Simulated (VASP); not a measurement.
A run of VASP 6.6.1 is set up as follows.

The input INCAR:

```
PREC     = Accurate       # precision mode
ENCUT    = 520            # plane-wave cutoff, eV
EDIFF    = 1E-6           # SCF threshold, eV
ISMEAR   = 0              # smearing method
SIGMA    = 0.15           # smearing width, eV
LREAL    = F              # projectors in reciprocal space
LASPH    = T              # aspherical terms in the spheres
NELM     = 100            # most SCF steps
ALGO     = Fast           # electronic algorithm
ISIF     = 2              # what is computed and relaxed
LWAVE    = F              # write WAVECAR
LCHARG   = F              # write CHGCAR
GGA      = PE             # functional
NBANDS   = 25             # bands
```

The input KPOINTS:

```
regular mesh
0
Gamma
  12 12 14
```

Contents of POSCAR:

```
Ti
1.0
    4.7165000000      0.0000000000      0.0000000000
   -2.3582500000      4.0846088169      0.0000000000
    0.0000000000      0.0000000000      3.1716000000
Ti
3
Direct
    0.0000000000      0.0000000000      0.0000000000
    0.3333333333      0.6666666667      0.5000000000
    0.6666666667      0.3333333333      0.5000000000
```

Potentials or basis: VASP PAW PBE potentials, release 64 (Ti_sv).

Launch:

```sh
$ cat potpaw_PBE.64/Ti_sv/POTCAR > POTCAR
$ mpirun -np 1 vasp_std > vasp.out
```

Q: Predict the band gap on the k mesh.

A: Zero (bands 18 and 19 overlap by 0.46 eV).

Q: Predict the pressure.

A: -13.7 GPa.

Stress tensor (GPa, compression positive):
```
-10.29   0.00   0.00
  0.00 -10.29   0.00
  0.00   0.00 -20.53
```

Caveat: the cell stands under tension.
